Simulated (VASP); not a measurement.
# Na4Hg (Pm-3m) in VASP: notebook

Runs on Na4Hg. Level: PBE. Tasks: relaxation of cell and atoms, single point.

Program: VASP 6.6.1. These are calculated values, not measurements. Logs are shortened: lines on timing, memory, paths and dates and some standing lists are left out, and cuts for length are marked.

## (1) The cell of the first run

The structure is cubic, space group Pm-3m (No. 221). Conventional cell: a = 5.805 Å, b = 5.805 Å, c = 5.805 Å, α = 90.00°, β = 90.00°, γ = 90.00°. Within 5.4 Å of Na (site symmetry m-3m) lie 12 Na at 4.10 Å and 8 Hg at 5.03 Å. Na (site symmetry 4/mmm) has 2 Hg at 2.90 Å within 3.8 Å. Within 3.8 Å of Hg (site symmetry m-3m) lie 6 Na at 2.90 Å.

## (2) Relaxation of cell and atoms, PBE

Input file INCAR:

```
PREC = Accurate ; ENCUT = 600
EDIFF = 1E-7 ; ISMEAR = 0
SIGMA = 0.1 ; LREAL = False
LASPH = True ; NELM = 100
ALGO = Normal ; ISIF = 3
LWAVE = False ; LCHARG = False
GGA = PE ; IBRION = 2
NSW = 100 ; EDIFFG = -0.01
```

Input file KPOINTS:

```
regular mesh
0
Gamma
  8 8 8
```

Input file POSCAR:

```
Na4Hg
1.0
    5.8050072377      0.0000000000      0.0000000000
    0.0000000000      5.8050072377      0.0000000000
    0.0000000000      0.0000000000      5.8050072377
Na Hg
4 1
Direct
    0.0000000000      0.0000000000      0.0000000000
    0.0000000000      0.5000000000      0.5000000000
    0.5000000000      0.0000000000      0.5000000000
    0.5000000000      0.5000000000      0.0000000000
    0.5000000000      0.5000000000      0.5000000000
```

Potentials or basis: VASP PAW PBE potentials, release 64 (Na_pv, Hg).

Command:

```console
> cat potpaw_PBE.64/Na_pv/POTCAR potpaw_PBE.64/Hg/POTCAR > POTCAR
> mpirun -np 1 vasp_std > vasp.out
```

OUTCAR:

```text
PREC = Accurate
   ENCUT = 600
   EDIFF = 1E-7
   ISMEAR = 0
   LREAL = False
   LASPH = True
   NELM = 100
   ISIF = 3
   GGA = PE
   IBRION = 2
   NSW = 100
   EDIFFG = -0.01

 ion  position               nearest neighbor table
   1  0.000  0.000  0.000-
   2  0.000  0.500  0.500-   5 2.90   5 2.90
   3  0.500  0.000  0.500-   5 2.90   5 2.90
   4  0.500  0.500  0.000-   5 2.90   5 2.90
   5  0.500  0.500  0.500-   2 2.90   3 2.90   4 2.90   4 2.90   3 2.90   2 2.90

  LATTYP: Found a simple cubic cell.
 ALAT       =     5.8050072377

  Lattice vectors:

 A1 = (   5.8050072377,   0.0000000000,   0.0000000000)
 A2 = (   0.0000000000,   5.8050072377,   0.0000000000)
 A3 = (   0.0000000000,   0.0000000000,   5.8050072377)

Analysis of symmetry for initial positions (statically):
=====================================================================
 Subroutine PRICEL returns:
 Original cell was already a primitive cell.

 Routine SETGRP: Setting up the symmetry group for a
 simple cubic supercell.

 Subroutine GETGRP returns: Found 48 space group operations
 (whereof 48 operations were pure point group operations)
 out of a pool of 48 trial point group operations.

The static configuration has the point symmetry O_h .

Analysis of symmetry for dynamics (positions and initial velocities):
=====================================================================
 Subroutine PRICEL returns:
 Original cell was already a primitive cell.

 Routine SETGRP: Setting up the symmetry group for a
 simple cubic supercell.

 Subroutine GETGRP returns: Found 48 space group operations
 (whereof 48 operations were pure point group operations)
 out of a pool of 48 trial point group operations.

The dynamic configuration has the point symmetry O_h .

 Subroutine INISYM returns: Found 48 space group operations
 (whereof 48 operations are pure point group operations),
 and found     1 'primitive' translations

----------------------------------------------------------------------------------------

                                     Primitive cell

  volume of cell :     195.6178

[... 92 lines left out ...]
   ENCUT  =  600.0 eV  44.10 Ry    6.64 a.u.  11.59 11.59 11.59*2*pi/ulx,y,z
   NELM   =    100;   NELMIN=  2; NELMDL= -5     # of ELM steps
   EDIFF  = 0.1E-06   stopping-criterion for ELM
   LREAL  =      F    real-space projection
   EDIFFG = -.1E-01   stopping-criterion for IOM
   NSW    =    100    number of steps for IOM
   IBRION =      2    ionic relax: 0-MD 1-quasi-New 2-CG
   NFREE  =      1    steps in history (QN), initial steepest desc. (CG)
   ISIF   =      3    stress and relaxation
   ISYM   =      2    0-nonsym 1-usesym 2-fastsym
   POTIM  = 0.5000    time-step for ionic-motion
   TEBEG  =    0.0;   TEEND  =   0.0 temperature during run
   PSTRESS=    0.0 pullay stress
   NELECT =      40.0000    total number of electrons
   NUPDOWN=      -1.0000    fix difference up-down
   EMIN   =  10.00;   EMAX   =-10.00  energy-range for DOS
   EFERMI =   0.00;   METHOD = LEGACY
   ISMEAR =     0;   SIGMA  =   0.10  broadening in eV -4-tet -1-fermi 0-gaus
   EFERMI_NEDOS =   21; number of points for ismear=-14 and -15
   IALGO  =     38    algorithm
   IMIX   =      4    mixing-type and parameters
     AMIX     =   0.40;   BMIX     =  1.00
     AMIX_MAG =   1.60;   BMIX_MAG =  1.00
  volume/ion in A,a.u.               =      39.12       264.02
  Fermi-wavevector in a.u.,A,eV,Ry     =   0.964477  1.822598 12.656366  0.930217
  Thomas-Fermi vector in A             =   2.094112
   LORBIT       =      0    0 simple, 1 ext, 2 COOP (PROOUT), +10 PAW based schemes
   GGA     = PE    functional components
   LHFCALC =     F    Hartree Fock is set to
   AEXX    =    0.0000 exact exchange contribution
   IVDW    =     0    specifies the selected vdW correction
   LEPSILON=     F    determine dielectric tensor
   LRPA    =     F    only Hartree local field effects (RPA)
 conjugate gradient relaxation of ions
 non-spin polarized calculation
 Gauss-broadening in eV      SIGMA  =   0.10
  energy-cutoff  :      600.00
  volume of cell :      195.62
 maximum number of plane-waves:      6619
 NGX is ok and might be reduce to    48

--------------------------------------- Ionic step        1  -------------------------------------------

 number of electron      40.0000042 magnetization

 Free energy of the ion-electron system (eV)
  ---------------------------------------------------
  ext. energy  EPLUGINS =         0.00000000
  ---------------------------------------------------
  free energy    TOTEN  =        -5.46367820 eV

  energy without entropy =       -5.44652824  energy(sigma->0) =       -5.45510322

------------------------ aborting loop because EDIFF is reached ----------------------------------------

  FORCE on cell =-STRESS in cart. coord.  units (eV):
  Direction    XX          YY          ZZ          XY          YZ          ZX
  --------------------------------------------------------------------------------------
  -------------------------------------------------------------------------------------
  Total        0.4531709      0.4531709      0.4531709      0.0000000      0.0000000     -0.0000000
  in kB        3.7116268      3.7116268      3.7116268      0.0000000      0.0000000     -0.0000000
  external PRESSURE =       3.7116268 kB  Pullay stress =       0.0000000 kB
[... 65 lines left out ...]
--------------------------------------- Ionic step        3  -------------------------------------------

 number of electron      40.0000050 magnetization

 Free energy of the ion-electron system (eV)
  ---------------------------------------------------
  ext. energy  EPLUGINS =         0.00000000
  ---------------------------------------------------
  free energy    TOTEN  =        -5.47187471 eV

  energy without entropy =       -5.45437556  energy(sigma->0) =       -5.46312514

 E-fermi :   0.1262     XC(G=0):  -6.5174

 val. band max:        0.1049801379   @ k =   0.3750   0.2500   0.2500
 cond. band min:       0.1293440763   @ k =   0.5000   0.3750   0.0000
 fundamental gap:      0.0243639384
 Fermi energy:         0.1262312889

 k-point     1 :       0.0000    0.0000    0.0000
  band No.  band energies     occupation
      1     -25.3187      2.00000
      2     -25.3187      2.00000
      3     -25.3187      2.00000
      4     -24.6699      2.00000
      5     -24.6699      2.00000
      6     -24.6699      2.00000
[... 637 lines left out ...]
     23       2.2878      0.00000
     24       2.6770      0.00000

 [... further k-points ...]
[... 5 lines left out ...]
  --------------------------------------------------------------------------------------
  -------------------------------------------------------------------------------------
  Total       -0.0189402     -0.0189402     -0.0189402      0.0000000     -0.0000000      0.0000000
  in kB       -0.1492244     -0.1492244     -0.1492244      0.0000000     -0.0000000      0.0000000
  external PRESSURE =      -0.1492244 kB  Pullay stress =       0.0000000 kB
[... 20 lines left out ...]
  FREE ENERGIE OF THE ION-ELECTRON SYSTEM (eV)
  ---------------------------------------------------
  free  energy   TOTEN  =        -5.4718747146 eV

  energy  without entropy=       -5.4543755576  energy(sigma->0) =       -5.46312514

 reached required accuracy - stopping structural energy minimisation
```

Wall time 5.9 min (1 thread of Intel Xeon Platinum 8375C at 2.90GHz (Ice Lake), shared host); peak memory 0.46 GiB.

Results:

* Free energy: -5.4719 eV
* Relaxed volume: 40.67 Å³/atom
* Relaxed cell: a = 5.881 Å, b = 5.881 Å, c = 5.881 Å, α = 90.00°, β = 90.00°, γ = 90.00°
* Space group after relaxing (to 0.05 Å): Pm-3m (No. 221)
* Energy gained by relaxing: 1.6 meV/atom
* Ionic steps: 3
* Pressure after relaxing: 0.0 GPa
* Band gap on the k mesh: zero (band 20 reaches 0.82 eV, above the bottom of band 21 at -0.28 eV)

Step by step:
| step | energy change (eV) | largest force (eV/Å) | pressure (GPa) | volume (Å³) |
| --- | --- | --- | --- | --- |
| 1 | 0.0000 | 0.0000 | 0.37 | 195.62 |
| 2 | -0.0048 | 0.0000 | 0.23 | 198.19 |
| 3 | -0.0082 | 0.0000 | -0.01 | 203.36 |

Final structure:
```
CELL_PARAMETERS angstrom
5.88056 0.00000 0.00000
0.00000 5.88056 0.00000
0.00000 0.00000 5.88056
ATOMIC_POSITIONS crystal
Na 0.00000 0.00000 0.00000
Na 0.00000 0.50000 0.50000
Na 0.50000 0.00000 0.50000
Na 0.50000 0.50000 0.00000
Hg 0.50000 0.50000 0.50000
```

Caveat: spin-orbit coupling is left out, which moves the levels of the heavy elements.

## (3) Single point, PBE

This run uses another cell than the first one: it holds 10 atoms, not 5.

Input file INCAR:

```
ALGO     = Normal         # electronic algorithm
EDIFF    = 1E-6           # SCF threshold, eV
ENCUT    = 520            # plane-wave cutoff, eV
GGA      = PE             # functional
ISIF     = 2              # what is computed and relaxed
ISMEAR   = 0              # smearing method
LASPH    = T              # aspherical terms in the spheres
LCHARG   = F              # write CHGCAR
LREAL    = F              # projectors in reciprocal space
LWAVE    = F              # write WAVECAR
NBANDS   = 51             # bands
NELM     = 100            # most SCF steps
PREC     = Accurate       # precision mode
SIGMA    = 0.2            # smearing width, eV
```

Input file KPOINTS:

```
k-points
0
Gamma
  4 4 2
```

Input file POSCAR:

```
Na4Hg
1.0
    5.8742039411      0.0000000000      0.0000000000
    0.0000000000      5.8742039411      0.0000000000
    0.0000000000      0.0000000000     11.7484078821
Na Hg
8 2
Direct
    0.0000000000      0.0000000000      0.0000000000
    0.0000000000      1.0000000000      0.5000000000
    0.0000000000      0.5000000000      0.2500000000
    0.0000000000      0.5000000000      0.7500000000
    0.5000000000      0.0000000000      0.2500000000
    0.5000000000      0.0000000000      0.7500000000
    0.5000000000      0.5000000000      0.5000000000
    0.5000000000      0.5000000000      0.0000000000
    0.5000000000      0.5000000000      0.2500000000
    0.5000000000      0.5000000000      0.7500000000
```

Potentials or basis: VASP PAW PBE potentials, release 64 (Na_pv, Hg).

Command:

```console
> cat potpaw_PBE.64/Na_pv/POTCAR potpaw_PBE.64/Hg/POTCAR > POTCAR
> mpirun -np 1 vasp_std > vasp.out
```

It took 4.1 min on 1 thread of Intel Xeon Platinum 8375C at 2.90GHz (Ice Lake), shared host; peak memory 0.57 GiB.

The run converged. Its results:

```yaml
Free_energy: -11.0657 eV
Pressure: 0.0 GPa
Band_gap_on_the_k_mesh: zero (band 40 reaches 0.61 eV, above the bottom of band 41 at -0.24 eV)
```

Levels at points of the mesh, in eV from the Fermi level:
```
           k point  band 37  band 38  band 39  band 40  band 41  band 42  band 43  band 44
(0.00, 0.00, 0.00)    -1.71    -0.64     0.64     0.64     0.64     0.86     1.12     1.12
(0.50, 0.00, 0.00)    -1.71    -0.89    -0.89    -0.20     0.86     1.12     1.12     1.49
(0.50, 0.50, 0.00)    -0.89    -0.89    -0.21    -0.21    -0.21    -0.20     0.85     0.86
(0.00, 0.00, 0.50)    -1.21    -1.21     0.60     0.60     0.84     0.84     0.84     0.84
(0.50, 0.00, 0.50)    -1.44    -1.44    -0.31    -0.31     0.87     0.87     1.28     1.28
(0.50, 0.50, 0.50)    -0.65    -0.65    -0.65    -0.65     0.06     0.06     0.40     0.40
```

Caveat: spin-orbit coupling is left out, which moves the levels of the heavy elements.

## (4) Single point, PBE

Input file INCAR:

```
  PREC = Accurate
  ENCUT = 520
  EDIFF = 1E-6
  ISMEAR = 0
  SIGMA = 0.1
  LREAL = False
  LASPH = True
  NELM = 100
  ALGO = Normal
  ISIF = 2
  LWAVE = False
  LCHARG = True
  GGA = PE
  LELF = True
  LVHAR = True
  NBANDS = 28
```

Input file KPOINTS:

```
regular mesh
0
Gamma
  4 4 4
```

Input file POSCAR:

```
Na4Hg
1.0
    5.8050072377      0.0000000000      0.0000000000
    0.0000000000      5.8050072377      0.0000000000
    0.0000000000      0.0000000000      5.8050072377
Na Hg
4 1
Direct
    0.0000000000      0.0000000000      0.0000000000
    0.0000000000      0.5000000000      0.5000000000
    0.5000000000      0.0000000000      0.5000000000
    0.5000000000      0.5000000000      0.0000000000
    0.5000000000      0.5000000000      0.5000000000
```

Command:

```console
> cat potpaw_PBE.64/Na_pv/POTCAR potpaw_PBE.64/Hg/POTCAR > POTCAR
> mpirun -np 1 vasp_std > vasp.out
```

Wall time 57 s (1 thread of Intel Xeon Platinum 8375C at 2.90GHz (Ice Lake), shared host); peak memory 0.33 GiB.

The run converged. Its results:

| Property | Result |
| --- | --- |
| Free energy | -5.5108 eV |
| Pressure | 0.3 GPa |
| Band gap on the k mesh | zero (band 20 reaches 0.97 eV, above the bottom of band 21 at -0.15 eV) |

Levels at points of the mesh, in eV from the Fermi level:
```csv
k point,band 18,band 19,band 20,band 21,band 22,band 23
"(0.00, 0.00, 0.00)",-5.19,-0.58,0.70,0.70,0.70,2.34
"(0.50, 0.00, 0.00)",-4.92,-1.71,0.95,1.19,1.19,2.51
"(0.50, 0.50, 0.00)",-4.69,-0.87,-0.87,-0.17,1.58,3.03
"(0.50, 0.50, 0.50)",-4.49,-0.16,-0.16,-0.16,0.91,0.91
```

Caveat: spin-orbit coupling is left out, which moves the levels of the heavy elements.

## (5) Summary

```csv
task,cell,k mesh,cutoff (eV),smearing,gap on the mesh (eV),pressure (GPa)
relaxation of cell and atoms,"relaxed from a = 5.805 Å, 5 atoms",8 × 8 × 8,600,gaussian 0.1 eV,none,0.0
single point,"a = 5.874, b = 5.874, c = 11.748 Å, 10 atoms",4 × 4 × 2,520,gaussian 0.2 eV,none,0.0
single point,"a = 5.805 Å, 5 atoms",4 × 4 × 4,520,gaussian 0.1 eV,none,0.3
```

Alike in all rows: level PBE; potentials or basis VASP PAW PBE potentials, release 64 (Na_pv, Hg); no spin polarisation.

Caveats: spin-orbit coupling is left out, which moves the levels of the heavy elements.

Total energies depend on the potentials used, so only differences within one code and one set of settings carry meaning.
